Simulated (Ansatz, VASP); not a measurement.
Two plane-wave programs on Si16O

```
CELL_PARAMETERS angstrom
0.00000 5.43000 5.43000
5.43000 0.00000 5.43000
5.43000 5.43000 0.00000
ATOMIC_POSITIONS crystal
Si 0.01758 0.00159 0.99666
Si 0.13679 0.12792 0.12661
Si 0.99736 0.00241 0.50070
Si 0.12835 0.12414 0.62249
Si 0.00225 0.50137 0.99920
Si 0.12314 0.62560 0.12346
Si 0.98896 0.49822 0.49692
Si 0.10813 0.62825 0.62322
Si 0.50985 0.04028 0.00428
Si 0.64403 0.15230 0.12961
Si 0.50323 0.99570 0.50100
Si 0.62248 0.12399 0.62923
Si 0.48859 0.50858 0.95587
Si 0.63684 0.66917 0.11640
Si 0.48169 0.49538 0.47274
Si 0.61589 0.62065 0.58479
O 0.56228 0.69017 0.93527
```

Alike in both runs: functional PBE; k mesh 2 × 2 × 2; occupations fermi-dirac, width 0.02 eV; collinear spin.

Ansatz relaxed the structure, and its values are those at the end. VASP's run is a single point on that final structure, the one shown.

|  | VASP | Ansatz |
| --- | --- | --- |
| version | VASP 6.6.1 | Ansatz 0.2.0 |
| potentials or method | VASP PAW PBE potentials, release 64 (Si, O), cutoff 520 eV | scalar-relativistic, plane waves, PAW |
| valence electrons in the cell | 70 | 70 |

|  | VASP | Ansatz | Ansatz less VASP |
| --- | --- | --- | --- |
| rms of the force components (eV/Å) | 0.014 | 0.000 | -0.0132 |
| net moment per atom (μB) | 0.00 | 0.00 | 0.000 |

Ansatz's warnings: filled band counts differ across k points, seeded moment not kept.

The k mesh is coarse, so the values compare programs but aren't converged.
